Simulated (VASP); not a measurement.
Set up this calculation in VASP 6.6.1, as the native input.

```yaml
Task: single point
Functional: PBE
Potentials_or_basis: VASP PAW PBE potentials, release 64 (Zr_sv, N)
Cutoff: 600 eV
k_mesh: 6 × 6 × 6
Occupations: gaussian, width 0.1 eV
Spin: no spin polarisation
Dipole_correction: no
Further_INCAR_settings: ALGO = Normal; EDIFF = 1e-06; NBANDS = 16
```

The structure of ZrN lies in POSCAR:

```
ZrN
1.0
    0.0000000000      2.2942655100      2.2942655100
    2.2942655100      0.0000000000      2.2942655100
    2.2942655100      2.2942655100      0.0000000000
Zr N
1 1
Direct
    0.5000000000      0.5000000000      0.5000000000
    0.0000000000      0.0000000000      0.0000000000
```

The input as run:

INCAR

```
SYSTEM = ZrN
  PREC = Accurate
  ENCUT = 600
  EDIFF = 1E-6
  ISMEAR = 0
  SIGMA = 0.1
  LREAL = .False.
  LASPH = .True.
  NELM = 120
  ALGO = Normal
  ISIF = 2
  LWAVE = .False.
  LCHARG = .True.
  GGA = PE
  LELF = .True.
  LVHAR = .True.
  NBANDS = 16
  GGA_COMPAT = .False.
```

KPOINTS

```
Automatic mesh
0
Gamma
  6 6 6
  0 0 0
```

Potentials or basis: VASP PAW PBE potentials, release 64 (Zr_sv, N).

The run is started by

```bash
$ cat potpaw_PBE.64/Zr_sv/POTCAR potpaw_PBE.64/N/POTCAR > POTCAR
$ mpirun -np 1 vasp_std > vasp.out
```

It gave:

The pressure is 1.0 GPa.

Caveat: the k points lie up to 0.40 Å⁻¹ apart.

Wall time 20 s on 1 thread of Intel(R) Xeon(R) Platinum 8259CL CPU @ 2.50GHz (Skylake/Cascade Lake) (shared host), peak memory 0.15 GiB.
